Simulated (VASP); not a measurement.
# Si2TeS3 (P6/mmm) in VASP: notebook, part 2 of 2

VASP 6.6.1. Earlier steps stand in the parts before.

## (4) Single point, PBE

This run uses another cell than the first one, of the same volume but with other edges.

INCAR

```
SYSTEM = Si2TeS3
PREC = Accurate ; ENCUT = 520
EDIFF = 1E-6 ; ISMEAR = 0
SIGMA = 0.1 ; LREAL = .FALSE.
LASPH = .TRUE. ; NELM = 100
ALGO = Normal ; ISIF = 2
LWAVE = .FALSE. ; LCHARG = .TRUE.
GGA = PE ; LELF = .TRUE.
LVHAR = .TRUE. ; NBANDS = 25
```

KPOINTS

```
regular mesh
0
G
  12 12 8
  0 0 0
```

POSCAR

```
Si2TeS3
1.0
    5.1991611108      0.0000000000      0.0000000000
   -2.5995805554      4.5026056003      0.0000000000
    0.0000000000      0.0000000000      4.8994519302
Si Te S
2 1 3
Direct
    0.3333333333      0.6666666667      0.0000000000
    0.6666666667      0.3333333333      0.0000000000
    0.0000000000      0.0000000000      0.0000000000
    0.5000000000      0.0000000000      0.5000000000
    0.0000000000      0.5000000000      0.5000000000
    0.5000000000      0.5000000000      0.5000000000
```

Potentials or basis: VASP PAW PBE potentials, release 64 (Si, Te, S).

The run is started by

```
cat potpaw_PBE.64/Si/POTCAR potpaw_PBE.64/Te/POTCAR potpaw_PBE.64/S/POTCAR > POTCAR
mpirun -np 1 vasp_std > vasp.out
```

OUTCAR:

```text
SYSTEM = Si2TeS3
   PREC = Accurate
   ENCUT = 520
   EDIFF = 1E-6
   ISMEAR = 0
   LREAL = .FALSE.
   LASPH = .TRUE.
   NELM = 100
   ISIF = 2
   GGA = PE

 ion  position               nearest neighbor table
   1  0.333  0.667  0.000-   4 2.87   4 2.87   5 2.87   5 2.87   6 2.87   6 2.87   2 3.00   3 3.00
                             2 3.00   3 3.00   3 3.00   2 3.00
   2  0.667  0.333  0.000-   4 2.87   4 2.87   5 2.87   5 2.87   6 2.87   6 2.87   1 3.00   3 3.00
                             1 3.00   3 3.00   3 3.00   1 3.00
   3  0.000  0.000  0.000-   1 3.00   2 3.00   1 3.00   2 3.00   2 3.00   1 3.00
   4  0.500  0.000  0.500-   5 2.60   6 2.60   6 2.60   5 2.60   1 2.87   2 2.87   1 2.87   2 2.87

   5  0.000  0.500  0.500-   4 2.60   4 2.60   6 2.60   6 2.60   1 2.87   2 2.87   1 2.87   2 2.87

   6  0.500  0.500  0.500-   4 2.60   4 2.60   5 2.60   5 2.60   1 2.87   2 2.87   1 2.87   2 2.87

  LATTYP: Found a hexagonal cell.
 ALAT       =     5.1991611108
 C/A-ratio  =     0.9423543194

  Lattice vectors:

 A1 = (   5.1991611108,   0.0000000000,   0.0000000000)
 A2 = (  -2.5995805554,   4.5026056003,   0.0000000000)
 A3 = (   0.0000000000,   0.0000000000,   4.8994519302)

Analysis of symmetry for initial positions (statically):
=====================================================================
 Subroutine PRICEL returns:
 Original cell was already a primitive cell.

 Routine SETGRP: Setting up the symmetry group for a
 hexagonal supercell.

 Subroutine GETGRP returns: Found 24 space group operations
 (whereof 24 operations were pure point group operations)
 out of a pool of 24 trial point group operations.

The static configuration has the point symmetry D_6h.

Analysis of symmetry for dynamics (positions and initial velocities):
=====================================================================
 Subroutine PRICEL returns:
 Original cell was already a primitive cell.

 Routine SETGRP: Setting up the symmetry group for a
 hexagonal supercell.

 Subroutine GETGRP returns: Found 24 space group operations
 (whereof 24 operations were pure point group operations)
[... 134 lines left out ...]
   LORBIT       =      0    0 simple, 1 ext, 2 COOP (PROOUT), +10 PAW based schemes
   GGA     = PE    functional components
   LHFCALC =     F    Hartree Fock is set to
   AEXX    =    0.0000 exact exchange contribution
   IVDW    =     0    specifies the selected vdW correction
   LEPSILON=     F    determine dielectric tensor
   LRPA    =     F    only Hartree local field effects (RPA)
 non-spin polarized calculation
 Gauss-broadening in eV      SIGMA  =   0.10
  energy-cutoff  :      520.00
  volume of cell :      114.70
 maximum number of plane-waves:      3126
 NGX is ok and might be reduce to    40

 number of electron      31.9999989 magnetization

 Free energy of the ion-electron system (eV)
  ---------------------------------------------------
  ext. energy  EPLUGINS =         0.00000000
  ---------------------------------------------------
  free energy    TOTEN  =       -22.39768330 eV

  energy without entropy =      -22.37868373  energy(sigma->0) =      -22.38818352

 E-fermi :   7.2586     XC(G=0): -10.4094

 val. band max:        7.2363609643   @ k =   0.2500   0.1667   0.3750
 cond. band min:       7.2603876540   @ k =   0.2500   0.2500   0.2500
 fundamental gap:      0.0240266897
 Fermi energy:         7.2586228623

 k-point     1 :       0.0000    0.0000    0.0000
  band No.  band energies     occupation
      1      -8.5428      2.00000
      2      -4.2497      2.00000
      3      -4.2497      2.00000
      4      -4.0375      2.00000
      5      -1.1619      2.00000
      6       0.5413      2.00000
[... 661 lines left out ...]
     24      11.9690      0.00000
     25      13.3641      0.00000

 [... further k-points ...]

------------------------ aborting loop because EDIFF is reached ----------------------------------------

  FORCE on cell =-STRESS in cart. coord.  units (eV):
  Direction    XX          YY          ZZ          XY          YZ          ZX
  --------------------------------------------------------------------------------------
  -------------------------------------------------------------------------------------
  Total       -0.0672374     -0.0672374     -0.0313424      0.0000000     -0.0000000      0.0000000
  in kB       -0.9392410     -0.9392410     -0.4378227      0.0000000     -0.0000000      0.0000000
  external PRESSURE =      -0.7721016 kB  Pullay stress =       0.0000000 kB

 VOLUME and BASIS-vectors are now :
 -----------------------------------------------------------------------------
  energy-cutoff  :      520.00
  volume of cell :      114.70
      direct lattice vectors                 reciprocal lattice vectors
     5.199161111  0.000000000  0.000000000     0.192338721  0.111046813  0.000000000
    -2.599580555  4.502605600  0.000000000     0.000000000  0.222093625  0.000000000
     0.000000000  0.000000000  4.899451930     0.000000000  0.000000000  0.204104462

 POSITION                                       TOTAL-FORCE (eV/Angst)
 -----------------------------------------------------------------------------------
     -0.00000      3.00174      0.00000        -0.000000      0.000000      0.000000
      2.59958      1.50087      0.00000         0.000000     -0.000000     -0.000000
      0.00000      0.00000      0.00000        -0.000000      0.000000      0.000000
      2.59958      0.00000      2.44973        -0.000000      0.000000      0.000000
     -1.29979      2.25130      2.44973        -0.000000      0.000000      0.000000
      1.29979      2.25130      2.44973        -0.000000      0.000000      0.000000
 -----------------------------------------------------------------------------------
    total drift:                               -0.000000      0.000000     -0.000000

  FREE ENERGIE OF THE ION-ELECTRON SYSTEM (eV)
  ---------------------------------------------------
  free  energy   TOTEN  =       -22.3976832988 eV

  energy  without entropy=      -22.3786837326  energy(sigma->0) =      -22.38818352
```

stdout:

```text
POSCAR found type information on POSCAR SiTeS
 POSCAR found :  3 types and       6 ions
 scaLAPACK will be used
 LDA part: xc-table for (Slater+PW92), standard interpolation
 POSCAR, INCAR and KPOINTS ok, starting setup
 FFT: planning ... GRIDC
 FFT: planning ... GRID_SOFT
 FFT: planning ... GRID
 WAVECAR not read
 entering main loop
```

Run time: 5.4 min. Hardware: 1 thread of Intel Xeon 8259CL, shared host; peak memory 0.4 GiB.

What came out:

- Free energy: -22.3977 eV
- Pressure: -0.1 GPa
- Band gap on the k mesh: zero (bands 16 and 17 overlap by 1.70 eV)

Caveat: spin-orbit coupling is left out, which moves the levels of the heavy elements.

## (5) The runs side by side

```tsv
cell	k mesh	gap on the mesh (eV)	pressure (GPa)
a = 5.258, b = 5.258, c = 4.792 Å, angles 90.0, 90.0, 120.0°, 6 atoms	6 × 6 × 4	none	0.0
a = 5.723, b = 5.723, c = 4.654 Å, angles 90.0, 90.0, 120.0°, 6 atoms	6 × 6 × 4	none	-6.9
a = 5.199, b = 5.199, c = 4.899 Å, angles 90.0, 90.0, 120.0°, 6 atoms	12 × 12 × 8	none	-0.1
```

Alike in all rows: task single point; level PBE; potentials or basis VASP PAW PBE potentials, release 64 (Si, Te, S); no spin polarisation; cutoff (eV) 520; smearing gaussian 0.1 eV.

Caveats: spin-orbit coupling is left out, which moves the levels of the heavy elements; the cell stands under tension (at least some runs).

Absolute energies hang on the potentials; compare differences alone.

The gap in the log of VASP goes by the Fermi energy; the results here count the filled bands.